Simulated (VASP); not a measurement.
Ca: single point with LDA

The system is Ca.

```
Ca
1.0
     0.00000    4.13529    4.13529
     4.13529    0.00000    4.13529
     4.13529    4.13529    0.00000
Ca
2
Direct
  0.00000 0.00000 0.00000
  0.25000 0.25000 0.25000
```

```json
{
 "Program": "VASP 6.6.1",
 "Task": "single point",
 "Functional": "LDA",
 "Potentials or basis": "VASP PAW LDA potentials, release 64 (Ca_sv)",
 "Cutoff": "520 eV",
 "k mesh": "4 × 4 × 4",
 "Occupations": "fermi-dirac, width 0.1 eV",
 "Spin": "no spin polarisation",
 "Dipole correction": "no",
 "Further INCAR settings": "ALGO = Normal; EDIFF = 1e-07; NBANDS = 17"
}
```

```
Pressure               : -0.1 GPa
Band gap on the k mesh : zero (band 10 reaches 0.67 eV, above the bottom of band 11 at -0.03 eV)
```

Levels at points of the mesh, in eV from the Fermi level:
```tsv
k point	band 7	band 8	band 9	band 10	band 11	band 12	band 13	band 14
(0.00, 0.00, 0.00)	-23.72	-23.72	-3.13	0.63	0.63	0.63	0.80	0.80
(0.50, 0.00, 0.00)	-23.72	-23.72	-1.90	-0.86	0.68	0.68	0.69	0.81
(0.50, 0.50, 0.00)	-23.71	-23.71	-1.03	-1.03	0.13	0.13	0.85	0.85
```

It took 30 s on 1 thread of Intel Xeon 6975P-C, on a shared host, peak memory 0.24 GiB.
